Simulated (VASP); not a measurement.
Input of a VASP 6.6.1 run:

The input INCAR:

```
SYSTEM = SiC
PREC     = Accurate       ! precision mode
ENCUT    = 520            ! plane-wave cutoff, eV
EDIFF    = 1E-6           ! SCF threshold, eV
ISMEAR   = 0              ! smearing method
SIGMA    = 0.05           ! smearing width, eV
LREAL    = .False.        ! projectors in reciprocal space
LASPH    = .True.         ! aspherical terms in the spheres
NELM     = 60             ! most SCF steps
ALGO     = Normal         ! electronic algorithm
ISIF     = 2              ! what is computed and relaxed
LWAVE    = .False.        ! write WAVECAR
LCHARG   = .True.         ! write CHGCAR
GGA      = PE             ! functional
LELF     = .True.         ! ELF
LVHAR    = .True.       
NBANDS   = 11             ! bands
```

KPOINTS

```
Automatic mesh
0
Gamma
  20 20 20
  0 0 0
```

POSCAR

```
SiC
1.0
    0.0000000000      1.8512014805      1.8512014805
    1.8512014805      0.0000000000      1.8512014805
    1.8512014805      1.8512014805      0.0000000000
C Si
1 1
Direct
    0.0000000000      0.0000000000      0.0000000000
    0.5000000000      0.5000000000      0.5000000000
```

Potentials or basis: VASP PAW PBE potentials, release 64 (C, Si).

Command:

```bash
$ cat potpaw_PBE.64/C/POTCAR potpaw_PBE.64/Si/POTCAR > POTCAR
$ mpirun -np 1 vasp_std > vasp.out
```

Q: What does it give for the band gap on the k mesh?

A: 1.10 eV, indirect (least direct gap 6.57 eV).

Q: What does it give for the pressure?

A: 122.5 GPa.

 A k mesh can miss the band edges.
